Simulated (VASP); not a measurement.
# BeTe: single point with PBEsol

BeTe:

```
Be Te
1.0
     2.74672    2.74672    0.00000
    -2.74672    2.74672    0.00000
     0.00000    2.74672    2.83641
Be Te
1 1
Direct
  0.00000 0.00000 0.00000
  0.75000 0.25000 0.50000
```

This cell differs from its parent crystal: in-plane strain -0.02.

| Quantity | Value |
| --- | --- |
| Program | VASP 6.6.1 |
| Task | single point |
| Functional | PBEsol |
| Potentials or basis | VASP PAW PBE potentials, release 64 (Be, Te) |
| Cutoff | 520 eV |
| k mesh | 8 × 8 × 8 |
| Occupations | gaussian, width 0.01 eV |
| Spin | no spin polarisation |
| Dipole correction | no |
| Further INCAR settings | ALGO = Normal; EDIFF = 1e-06; NBANDS = 11 |

* Pressure: 2.1 GPa
* Band gap on the k mesh: 1.61 eV, indirect (least direct gap 3.48 eV)

Stress tensor (GPa, compression positive):
```
2.76 0.00 0.00
0.00 2.76 0.00
0.00 0.00 0.69
```

Levels at points of the mesh, in eV from the valence-band top:
| k point | band 1 | band 2 | band 3 | band 4 | band 5 | band 6 | band 7 | band 8 |
| --- | --- | --- | --- | --- | --- | --- | --- | --- |
| (0.00, 0.00, 0.00) | -12.68 | -0.19 | 0.00 | 0.00 | 3.48 | 3.48 | 3.55 | 3.97 |
| (0.50, 0.00, 0.00) | -11.22 | -5.92 | -1.42 | -1.12 | 3.04 | 4.41 | 4.58 | 7.59 |
| (0.50, 0.50, 0.00) | -10.64 | -5.36 | -2.99 | -2.93 | 1.61 | 2.40 | 9.80 | 9.95 |
| (0.00, 0.00, 0.50) | -10.78 | -5.55 | -2.73 | -2.73 | 1.84 | 2.67 | 9.89 | 9.89 |

It took 46 s on 1 thread of AMD EPYC 7R13 Processor (Zen 3) (shared host), peak memory 0.15 GiB.

Caveat: the cell differs from its parent crystal (in-plane strain -0.02); the PAW data sets were made with another functional, which shifts forces and pressure a little; spin-orbit coupling is left out, which moves the levels of the heavy elements. A k mesh can miss the band edges.
